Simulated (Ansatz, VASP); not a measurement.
## Sr4O3 in VASP and in Ansatz

Contents of INCAR:

```
SYSTEM = Sr4O3
ALGO = Normal ; EDIFF = 1E-7
EDIFFG = -0.04 ; ENCUT = 600
GGA = PE ; IBRION = 2
ISIF = 3 ; ISMEAR = 0
LASPH = .TRUE. ; LCHARG = .FALSE.
LREAL = .FALSE. ; LWAVE = .FALSE.
NELM = 80 ; NSW = 90
PREC = Accurate ; SIGMA = 0.1
```

KPOINTS

```
k-points
0
G
  6 6 2
  0 0 0
```

Contents of POSCAR:

```
Sr4O3
1.0
    4.9897755100      0.0000000000      0.0000000000
   -2.4948877500      4.3212723500      0.0000000000
    0.0000000000      0.0000000000      7.6967841900
Sr O
4 3
Direct
    0.3333333300      0.6666666700      0.7988516000
    0.6666666700      0.3333333300      0.7988516000
    0.6666666700      0.3333333300      0.2011484000
    0.3333333300      0.6666666700      0.2011484000
    0.5000000000      0.0000000000      0.0000000000
    0.0000000000      0.5000000000      0.0000000000
    0.5000000000      0.5000000000      0.0000000000
```

Input for Ansatz:

```yaml
crystal:
  lattice:
    - [4.98977551, 0.0, 0.0]
    - [-2.49488775, 4.32127235, 0.0]
    - [0.0, 0.0, 7.69678419]
  atoms:
    - { symbol: Sr, position: [0.33333333, 0.66666667, 0.7988516] }
    - { symbol: Sr, position: [0.66666667, 0.33333333, 0.7988516] }
    - { symbol: Sr, position: [0.66666667, 0.33333333, 0.2011484] }
    - { symbol: Sr, position: [0.33333333, 0.66666667, 0.2011484] }
    - { symbol: O, position: [0.5, 0.0, 0.0] }
    - { symbol: O, position: [0.0, 0.5, 0.0] }
    - { symbol: O, position: [0.5, 0.5, 0.0] }
basis:
  ecutwfc: 420
kpoints:
  mp_grid: { grid: [6, 6, 2] }
hamiltonian:
  xc: pbe
scf:
  occupations: { method: gaussian, width: 0.1 }
  lower_state_search: "off"
output:
  forces: true
  stress: true
  eigenvalues: true
relax:
  adjacent_minimum: "off"
  f_tol: 0.04
  max_steps: 70
  cell: { stress_tol: 0.4 }
```

Alike in both runs: task relaxation of cell and atoms; functional PBE; k mesh 6 × 6 × 2; occupations gaussian, width 0.1 eV; no spin polarisation.

```csv
,VASP,Ansatz
version,VASP 6.6.1,Ansatz 0.2.0
potentials or method,"VASP PAW PBE potentials, release 64 (Sr_sv, O), cutoff 600 eV","scalar-relativistic, plane waves, PAW"
valence electrons in the cell,58,58
```

|  | VASP | Ansatz | Ansatz less VASP |
| --- | --- | --- | --- |
| gap on the k mesh at the Fermi level, each at its own relaxed structure (eV) | none | none | - |
| relaxed volume (Å³/atom) | 37.68 | 38.96 | +1.272 |
| relaxed length of the cell vector where the two differ most in proportion (Å) | 6.384 | 6.479 | +0.0953 |

A gap of «none» marks a metal or a gap that the smearing closes.

The k mesh is coarse, so the values compare programs but aren't converged. Noted on VASP's run: the volume moved by over 15 % at a fixed basis, so the end points are rough.
